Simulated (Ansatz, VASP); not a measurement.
Two plane-wave programs on CdW2

Contents of INCAR:

```
  ALGO = Normal
  EDIFF = 1E-6
  ENCUT = 500
  GGA = PE
  GGA_COMPAT = False
  ISIF = 2
  ISMEAR = 0
  LASPH = True
  LCHARG = True
  LELF = True
  LREAL = False
  LVHAR = True
  LWAVE = False
  NBANDS = 27
  NELM = 120
  PREC = Accurate
  SIGMA = 0.1
```

KPOINTS

```
k-points
0
Gamma
  6 6 4
```

Contents of POSCAR:

```
CdW2
1.0
    2.9803324700      0.0000000000      0.0000000000
   -1.4901662300      2.5810436300      0.0000000000
    0.0000000000      0.0000000000      7.0588095200
Cd W
1 2
Direct
    0.0000000000      0.0000000000      0.0000000000
    0.3333333300      0.6666666700      0.3452452400
    0.6666666700      0.3333333300      0.6547547600
```

Input for Ansatz:

```yaml
crystal:
  lattice:
    - [2.98033247, 0.0, 0.0]
    - [-1.49016623, 2.58104363, 0.0]
    - [0.0, 0.0, 7.05880952]
  atoms:
    - { symbol: Cd, position: [0.0, 0.0, 0.0] }
    - { symbol: W, position: [0.33333333, 0.66666667, 0.34524524] }
    - { symbol: W, position: [0.66666667, 0.33333333, 0.65475476] }
basis:
  ecutwfc: 420
kpoints:
  mp_grid: { grid: [6, 6, 4] }
hamiltonian:
  xc: pbe
scf:
  occupations: { method: gaussian, width: 0.1 }
  lower_state_search: "off"
output:
  forces: true
  stress: true
  eigenvalues: true
```

Alike in both runs: task single point; functional PBE; k mesh 6 × 6 × 4; occupations gaussian, width 0.1 eV; no spin polarisation.

|  | VASP | Ansatz |
| --- | --- | --- |
| version | VASP 6.6.1 | Ansatz 0.2.0 |
| potentials or method | VASP PAW PBE potentials, release 64 (Cd, W_sv), cutoff 500 eV | scalar-relativistic, plane waves, PAW |
| valence electrons in the cell | 40 | 48 |

|  | VASP | Ansatz | Ansatz less VASP |
| --- | --- | --- | --- |
| gap on the k mesh at the Fermi level (eV) | none | none | - |
| pressure (GPa) | -6.1 | -6.6 | -0.53 |
| traceless stress, the component that is largest in VASP (GPa) | 9.90 | 9.72 | -0.176 |
| rms of the force components (eV/Å) | 0.105 | 0.097 | -0.0077 |

Atom by atom the forces differ by 0.008 eV/Å (rms over components). A gap of «none» marks a metal or a gap that the smearing closes. The functional is the same, so the differences come from potentials, cutoffs and numerics. VASP's potentials hold 40 valence electrons a cell and Ansatz's 48, so a difference there can come from the potentials and not from the codes.

The k mesh is coarse, so the values compare programs but aren't converged. Spin-orbit coupling is off throughout.
